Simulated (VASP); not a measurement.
Write the native input for VASP 6.6.1 that does the following.

```
Task                   : single point
Functional             : PBE
Potentials or basis    : VASP PAW PBE potentials, release 64 (W_sv, F_h)
Cutoff                 : 1350 eV
k mesh                 : 6 × 6 × 6
Occupations            : gaussian, width 0.1 eV
Spin                   : no spin polarisation
Dipole correction      : no
Further INCAR settings : ALGO = Normal; EDIFF = 1e-06; NBANDS = 18
```

The structure of WF lies in POSCAR:

```
WF
1.0
    0.0000000000      2.4250388642      2.4250388642
    2.4250388642      0.0000000000      2.4250388642
    2.4250388642      2.4250388642      0.0000000000
W F
1 1
Direct
    0.0000000000      0.0000000000      0.0000000000
    0.7500000000      0.7500000000      0.7500000000
```

One way to write it, as run:

INCAR

```
PREC = Accurate
ENCUT = 1350
EDIFF = 1E-6
ISMEAR = 0
SIGMA = 0.1
LREAL = F
LASPH = T
NELM = 120
ALGO = Normal
ISIF = 2
LWAVE = F
LCHARG = T
GGA = PE
LELF = T
LVHAR = T
NBANDS = 18
GGA_COMPAT = F
```

KPOINTS

```
Automatic mesh
0
Gamma
  6 6 6
```

Potentials or basis: VASP PAW PBE potentials, release 64 (W_sv, F_h).

Command:

```bash
$ cat potpaw_PBE.64/W_sv/POTCAR potpaw_PBE.64/F_h/POTCAR > POTCAR
$ mpirun -np 1 vasp_std > vasp.out
```

It gave:

* Pressure: 0.9 GPa
* Band gap on the k mesh: zero (an odd number of electrons rules out a gap without spin polarisation)

Caveat: the k points lie up to 0.37 Å⁻¹ apart, too coarse for converged energies and pressures of a metal; spin-orbit coupling is left out, which moves the levels of the heavy elements; an odd number of electrons without spin polarisation forces a metal; a magnetic or distorted state may lie lower.

Run time: 31 s on 1 thread of Intel(R) Xeon(R) Platinum 8259CL CPU @ 2.50GHz (Skylake/Cascade Lake) (shared host), peak memory 0.27 GiB.
